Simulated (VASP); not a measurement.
A run of VASP 6.6.1 is set up as follows.

INCAR

```
SYSTEM = Si2Ni
ALGO = Normal ; EDIFF = 1E-6
ENCUT = 520 ; ISIF = 2
ISMEAR = -1 ; LASPH = .True.
LCHARG = .False. ; LREAL = .False.
LWAVE = .False. ; NBANDS = 16
NELM = 100 ; PREC = Accurate
SIGMA = 0.05
```

KPOINTS

```
k-points
0
Gamma
  11 11 11
  0 0 0
```

File POSCAR:

```
Si2Ni
1.0
    0.0000000000      2.6205297823      2.6205297823
    2.6205297823      0.0000000000      2.6205297823
    2.6205297823      2.6205297823      0.0000000000
Ni Si
1 2
Direct
    0.0000000000      0.0000000000      0.0000000000
    0.2500000000      0.2500000000      0.2500000000
    0.7500000000      0.7500000000      0.7500000000
```

Potentials or basis: VASP PAW LDA potentials, release 64 (Ni, Si).

Launch:

```console
$ cat potpaw_LDA.64/Ni/POTCAR potpaw_LDA.64/Si/POTCAR > POTCAR
$ mpirun -np 1 vasp_std > vasp.out
```

Task: Estimate the band gap on the k mesh.

Result: Zero (band 9 reaches 13.63 eV, above the bottom of band 10 at 11.48 eV).

Task: Predict the pressure.

Result: 12.0 GPa.

 Spin polarisation is off, so any magnetic state and its effect on volume and gap are missing.
